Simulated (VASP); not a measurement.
# BaO: single point with r2SCAN0

The system is BaO.

```
Ba O
1.0
     0.00000    2.77194    2.77194
     2.77194    0.00000    2.77194
     2.77194    2.77194    0.00000
Ba O
1 1
Direct
  0.00000 0.00000 0.00000
  0.50000 0.50000 0.50000
```

- Program: VASP 6.6.1
- Task: single point
- Functional: r2SCAN0
- Potentials or basis: VASP PAW PBE potentials, release 64 (Ba_sv, O)
- Cutoff: 580 eV
- k mesh: 6 × 6 × 6
- Occupations: gaussian, width 0.01 eV
- Spin: no spin polarisation

```
Pressure               : 0.5 GPa
Band gap on the k mesh : 4.22 eV
```

Levels at points of the mesh, in eV from the valence-band top:
```csv
k point,band 6,band 7,band 8,band 9,band 10,band 11
"(0.00, 0.00, 0.00)",-0.41,-0.41,-0.41,5.94,7.18,7.18
"(0.50, 0.00, 0.00)",-2.10,-1.61,-1.61,7.38,9.88,9.88
"(0.50, 0.50, 0.00)",-0.19,-0.19,0.00,4.22,8.64,11.77
```

Run time: 30 min on 1 thread of AMD EPYC 7R13 Processor (Zen 3) (shared host), peak memory 0.18 GiB.

Caveat: the PAW data sets were made with another functional, which shifts forces and pressure a little; spin-orbit coupling is left out, which moves the levels of the heavy elements. A k mesh can miss the band edges.
